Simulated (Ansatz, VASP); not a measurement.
Bi in VASP and in Ansatz

```
Bi
1.0
     4.53900    0.00000    0.00000
    -2.26950    3.93089    0.00000
     0.00000    0.00000   11.82900
Bi
2
Direct
  0.33333 0.66667 0.25000
  0.66667 0.33333 0.75000
```

Alike in both runs: task single point; functional PBE; k mesh 9 × 9 × 3; occupations fermi-dirac, width 0.03 eV; no spin polarisation.

|  | VASP | Ansatz |
| --- | --- | --- |
| version | VASP 6.6.1 | Ansatz 0.2.0 |
| potentials or method | VASP PAW PBE potentials, release 64 (Bi_d), cutoff 520 eV | all-electron LAPW, scalar-relativistic |

```csv
,VASP,Ansatz,Ansatz less VASP
pressure (GPa),-3.3,-3.3,+0.02
"traceless stress, the component that is largest in VASP (GPa)",2.95,2.95,0.000
```

Ansatz ran all-electron here, and VASP with PAW potentials.

Spin-orbit coupling is off throughout.
